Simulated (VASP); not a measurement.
Runs of VASP 6.6.1 on NiSb. The structure is that of space group P6_3/mmc (No. 194), or close to it. The cells are those of the table. 

```tsv
task	cell	k mesh	cutoff (eV)	gap on the mesh (eV)	pressure (GPa)
single point	a = 4.013, b = 4.013, c = 5.002 Å, angles 90.0, 90.0, 120.0°, 4 atoms	18 × 18 × 10	520	none	1.3
single point	a = 4.000, b = 4.000, c = 5.054 Å, angles 90.0, 90.0, 120.0°, 4 atoms	18 × 18 × 10	520	none	0.8
relaxation of cell and atoms	relaxed to 2 GPa from a = 3.950, b = 3.950, c = 5.123 Å, angles 90.0, 90.0, 120.0°, 4 atoms	12 × 12 × 8	600	none	2.0
relaxation of cell and atoms	relaxed to 5 GPa from a = 3.922, b = 3.922, c = 5.085 Å, angles 90.0, 90.0, 120.0°, 4 atoms	12 × 12 × 8	600	none	4.9
single point	a = 4.095, b = 4.095, c = 5.034 Å, angles 90.0, 90.0, 120.0°, 4 atoms	18 × 18 × 10	520	none	(a)
```

Alike in all rows: level PBE; potentials or basis VASP PAW PBE potentials, release 64 (Ni, Sb); no spin polarisation; smearing gaussian 0.1 eV.

Question: Estimate the missing entries.

Answer: (a) -3.6.

Caveats: spin-orbit coupling is left out, which moves the levels of the heavy elements; the cell is relaxed towards a set pressure, so the run minimises the enthalpy, not the energy (at least some runs); the stress differs along the axes, from -5 to -0 GPa (at least some runs).

A k mesh can miss the band edges, and the runs leave out spin-orbit coupling on Sb.

A gap of «none» marks levels without a gap at the run's occupations.
